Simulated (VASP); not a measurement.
# Sn3H4 in VASP: single point with PBE

Aim: the single point of Sn3H4 with PBE.

All numbers are computed with VASP 6.6.1; they aren't measurements. Logs are shortened: lines on timing, memory, paths and dates and some standing lists are left out, and cuts for length are marked.

**1. The cell of the first run**

The cell holds a wire with vacuum, 14 atoms: a = 16.500 Å, b = 16.300 Å, c = 4.706 Å, α = 90.00°, β = 90.00°, γ = 90.00°.

**2. Single point, PBE**

INCAR

```
PREC = Accurate
ENCUT = 520
EDIFF = 1E-6
ISMEAR = 0
SIGMA = 0.05
LREAL = False
LASPH = True
NELM = 80
ALGO = Normal
ISIF = 2
LWAVE = False
LCHARG = True
GGA = PE
LELF = True
LVHAR = True
NBANDS = 59
```

KPOINTS

```
Automatic mesh
0
Gamma
  1 1 12
```

POSCAR

```
Sn3H4
1.0
   16.5000000000      0.0000000000      0.0000000000
    0.0000000000     16.3000000000      0.0000000000
    0.0000000000      0.0000000000      4.7059097305
Sn H
6 8
Direct
    0.5000000000      0.4557563414      0.0000000000
    0.6427991090      0.5527486428      0.0000000000
    0.3421170126      0.6479026328      0.5000000000
    0.5000000000      0.3576413643      0.5000000000
    0.6578829874      0.6479026328      0.5000000000
    0.3572008910      0.5527486428      0.0000000000
    0.7229058468      0.4835132491      0.0000000000
    0.4170245959      0.7222799767      0.5000000000
    0.2499939715      0.6990692124      0.5000000000
    0.4158183658      0.2939829628      0.5000000000
    0.5841816342      0.2939829628      0.5000000000
    0.5829754041      0.7222799767      0.5000000000
    0.7500060285      0.6990692124      0.5000000000
    0.2770941532      0.4835132491      0.0000000000
```

Potentials or basis: VASP PAW PBE potentials, release 64 (Sn_d, H).

Started as:

```sh
$ cat potpaw_PBE.64/Sn_d/POTCAR potpaw_PBE.64/H/POTCAR > POTCAR
$ mpirun -np 1 vasp_std > vasp.out
```

OUTCAR:

```text
PREC = Accurate
   ENCUT = 520
   EDIFF = 1E-6
   ISMEAR = 0
   LREAL = False
   LASPH = True
   NELM = 80
   ISIF = 2
   GGA = PE

 ion  position               nearest neighbor table
   1  0.500  0.456  0.000-   2 2.84   6 2.84   4 2.85   4 2.85
   2  0.643  0.553  0.000-   7 1.74   5 2.83   5 2.83   1 2.84
   3  0.342  0.648  0.500-   8 1.73   9 1.73   6 2.83   6 2.83
   4  0.500  0.358  0.500-  10 1.73  11 1.73   1 2.85   1 2.85
   5  0.658  0.648  0.500-  12 1.73  13 1.73   2 2.83   2 2.83
   6  0.357  0.553  0.000-  14 1.74   3 2.83   3 2.83   1 2.84
   7  0.723  0.484  0.000-   2 1.74
   8  0.417  0.722  0.500-   3 1.73
   9  0.250  0.699  0.500-   3 1.73
  10  0.416  0.294  0.500-   4 1.73
  11  0.584  0.294  0.500-   4 1.73
  12  0.583  0.722  0.500-   5 1.73
  13  0.750  0.699  0.500-   5 1.73
  14  0.277  0.484  0.000-   6 1.74

  LATTYP: Found a simple orthorhombic cell.
 ALAT       =     4.7059097305
 B/A-ratio  =     3.4637298490
 C/A-ratio  =     3.5062296017

  Lattice vectors:

 A1 = (   0.0000000000,   0.0000000000,  -4.7059097305)
 A2 = (   0.0000000000,  16.3000000000,   0.0000000000)
 A3 = (  16.5000000000,   0.0000000000,   0.0000000000)

Analysis of symmetry for initial positions (statically):
=====================================================================
 Subroutine PRICEL returns:
 Original cell was already a primitive cell.

 Routine SETGRP: Setting up the symmetry group for a
 simple orthorhombic supercell.

 Subroutine GETGRP returns: Found  4 space group operations
 (whereof  4 operations were pure point group operations)
 out of a pool of  8 trial point group operations.

The static configuration has the point symmetry C_2v.

Analysis of symmetry for dynamics (positions and initial velocities):
=====================================================================
 Subroutine PRICEL returns:
 Original cell was already a primitive cell.

 Routine SETGRP: Setting up the symmetry group for a
 simple orthorhombic supercell.

 Subroutine GETGRP returns: Found  4 space group operations
 (whereof  4 operations were pure point group operations)
 out of a pool of  8 trial point group operations.

The dynamic configuration has the point symmetry C_2v.

 Subroutine INISYM returns: Found  4 space group operations
[... 115 lines left out ...]
   NUPDOWN=      -1.0000    fix difference up-down
   EMIN   =  10.00;   EMAX   =-10.00  energy-range for DOS
   EFERMI =   0.00;   METHOD = LEGACY
   ISMEAR =     0;   SIGMA  =   0.05  broadening in eV -4-tet -1-fermi 0-gaus
   EFERMI_NEDOS =   21; number of points for ismear=-14 and -15
   IALGO  =     38    algorithm
   IMIX   =      4    mixing-type and parameters
     AMIX     =   0.40;   BMIX     =  1.00
     AMIX_MAG =   1.60;   BMIX_MAG =  1.00
  volume/ion in A,a.u.               =      90.40       610.08
  Fermi-wavevector in a.u.,A,eV,Ry     =   0.683228  1.291114  6.351208  0.466801
  Thomas-Fermi vector in A             =   1.762531
   LORBIT       =      0    0 simple, 1 ext, 2 COOP (PROOUT), +10 PAW based schemes
   GGA     = PE    functional components
   LHFCALC =     F    Hartree Fock is set to
   AEXX    =    0.0000 exact exchange contribution
   IVDW    =     0    specifies the selected vdW correction
   LEPSILON=     F    determine dielectric tensor
   LRPA    =     F    only Hartree local field effects (RPA)
 non-spin polarized calculation
 Gauss-broadening in eV      SIGMA  =   0.05
  energy-cutoff  :      520.00
  volume of cell :     1265.65
 maximum number of plane-waves:     34116
 NGX is ok and might be reduce to   126
   NGX = 61   NGY = 61   NGZ = 17

 number of electron      91.9999959 magnetization

 Free energy of the ion-electron system (eV)
  ---------------------------------------------------
  ext. energy  EPLUGINS =         0.00000000
  ---------------------------------------------------
  free energy    TOTEN  =       -46.90930212 eV

  energy without entropy =      -46.90930212  energy(sigma->0) =      -46.90930212

 E-fermi :  -3.1384     XC(G=0):  -2.4839

 val. band max:       -3.4433346895   @ k =   0.0000   0.0000   0.0000
 cond. band min:      -1.8798056564   @ k =   0.0000   0.0000   0.0000
 fundamental gap:      1.5635290331
 Fermi energy:        -3.1384016176

 k-point     1 :       0.0000    0.0000    0.0000
  band No.  band energies     occupation
      1     -24.2849      2.00000
      2     -24.2802      2.00000
      3     -24.2725      2.00000
      4     -24.2717      2.00000
      5     -24.2536      2.00000
      6     -24.2020      2.00000
[... 416 lines left out ...]
     57       1.7844      0.00000
     58       1.8410      0.00000
 [bands above 58 left out]

------------------------ aborting loop because EDIFF is reached ----------------------------------------

  FORCE on cell =-STRESS in cart. coord.  units (eV):
  Direction    XX          YY          ZZ          XY          YZ          ZX
  --------------------------------------------------------------------------------------
  -------------------------------------------------------------------------------------
  Total       -0.3670204     -0.2806416     -0.1489208      0.0000000      0.0000000      0.0000000
  in kB       -0.4646069     -0.3552610     -0.1885172      0.0000000      0.0000000      0.0000000
  external PRESSURE =      -0.3361283 kB  Pullay stress =       0.0000000 kB

 VOLUME and BASIS-vectors are now :
 -----------------------------------------------------------------------------
  energy-cutoff  :      520.00
  volume of cell :     1265.65
      direct lattice vectors                 reciprocal lattice vectors
    16.500000000  0.000000000  0.000000000     0.060606061  0.000000000  0.000000000
     0.000000000 16.300000000  0.000000000     0.000000000  0.061349693  0.000000000
     0.000000000  0.000000000  4.705909731     0.000000000  0.000000000  0.212498764

 POSITION                                       TOTAL-FORCE (eV/Angst)
 -----------------------------------------------------------------------------------
      8.25000      7.42883      0.00000         0.000000     -0.007474      0.000000
     10.60619      9.00980      0.00000         0.018599     -0.013742     -0.000000
      5.64493     10.56081      2.35295        -0.003693      0.040748      0.000000
      8.25000      5.82955      2.35295         0.000000     -0.021394      0.000000
     10.85507     10.56081      2.35295         0.003693      0.040748      0.000000
      5.89381      9.00980      0.00000        -0.018599     -0.013742     -0.000000
     11.92795      7.88127      0.00000        -0.015587      0.012708      0.000000
      6.88091     11.77316      2.35295        -0.027581     -0.022922      0.000000
      4.12490     11.39483      2.35295         0.030281     -0.014447      0.000000
      6.86100      4.79192      2.35295         0.013444      0.012089      0.000000
      9.63900      4.79192      2.35295        -0.013444      0.012089      0.000000
      9.61909     11.77316      2.35295         0.027581     -0.022922      0.000000
     12.37510     11.39483      2.35295        -0.030281     -0.014447      0.000000
      4.57205      7.88127      0.00000         0.015587      0.012708      0.000000
 -----------------------------------------------------------------------------------
    total drift:                               -0.000000      0.005212      0.000003

  FREE ENERGIE OF THE ION-ELECTRON SYSTEM (eV)
  ---------------------------------------------------
  free  energy   TOTEN  =       -46.9093021169 eV

  energy  without entropy=      -46.9093021169  energy(sigma->0) =      -46.90930212
```

It took 31 min on 1 thread of Intel Xeon Platinum 8259CL at 2.50GHz (Skylake/Cascade Lake), shared host; peak memory 1.2 GiB.

Results:

```yaml
Free_energy: -46.9093 eV
Largest_force: 0.041 eV/Å
Band_gap_on_the_k_mesh: 1.56 eV, direct
```

Forces on the atoms (eV/Å):
```
Sn   0.000 -0.007  0.000
Sn   0.019 -0.014  0.000
Sn  -0.004  0.041  0.000
Sn   0.000 -0.021  0.000
Sn   0.004  0.041  0.000
Sn  -0.019 -0.014  0.000
H   -0.016  0.013  0.000
H   -0.028 -0.023  0.000
H    0.030 -0.014  0.000
H    0.013  0.012  0.000
H   -0.013  0.012  0.000
H    0.028 -0.023  0.000
H   -0.030 -0.014  0.000
H    0.016  0.013  0.000
```

Levels at points of the mesh, in eV from the valence-band top:
| k point | band 43 | band 44 | band 45 | band 46 | band 47 | band 48 | band 49 | band 50 |
| --- | --- | --- | --- | --- | --- | --- | --- | --- |
| (0.00, 0.00, 0.00) | -0.96 | -0.89 | -0.39 | 0.00 | 1.56 | 1.74 | 1.89 | 3.22 |
| (0.00, 0.00, 0.50) | -2.15 | -1.87 | -1.28 | -1.26 | 2.50 | 2.80 | 3.15 | 3.27 |

Caveat: spin-orbit coupling is left out, which moves the levels of the heavy elements.
